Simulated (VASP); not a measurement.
A run of VASP 6.6.1 is set up as follows.

The input POSCAR:

```
Pd
1.0
    0.0000000000      1.9465000000      1.9465000000
    1.9465000000      0.0000000000      1.9465000000
    1.9465000000      1.9465000000      0.0000000000
Pd
1
Direct
    0.0000000000      0.0000000000      0.0000000000
```

File INCAR.step1:

```
PREC = Accurate
ENCUT = 600
ISMEAR = 0
SIGMA = 0.1
LREAL = F
LASPH = T
NELM = 60
GGA = PE
ALGO = Normal
EDIFF = 1E-4
LWAVE = T
LCHARG = F
```

INCAR.step2

```
PREC = Accurate
ENCUT = 600
EDIFF = 1E-6
ISMEAR = 0
SIGMA = 0.1
LREAL = F
LASPH = T
NELM = 60
ALGO = Normal
ISIF = 3
LWAVE = F
LCHARG = F
METAGGA = R2SCAN
LMIXTAU = T
IBRION = 2
NSW = 100
EDIFFG = -0.005
ISTART = 1
```

The input KPOINTS:

```
regular mesh
0
Gamma
  18 18 18
```

Potentials or basis: VASP PAW PBE potentials, release 64 (Pd).

Command:

```console
$ cat potpaw_PBE.64/Pd/POTCAR > POTCAR
$ cp INCAR.step1 INCAR
$ mpirun -np 1 vasp_std > vasp.out
$ cp INCAR.step2 INCAR
$ mpirun -np 1 vasp_std > vasp.out
```

(1) Estimate the space group after relaxing (to 0.05 Å).

(2) What does it give for the relaxed cell?

(3) Predict the band gap on the k mesh.

Answers

(1) Fm-3m (No. 225).

(2) a = 2.766 Å, b = 2.766 Å, c = 2.766 Å, α = 60.00°, β = 60.00°, γ = 60.00°.

(3) zero (band 5 reaches 9.67 eV, above the bottom of band 6 at 8.03 eV).
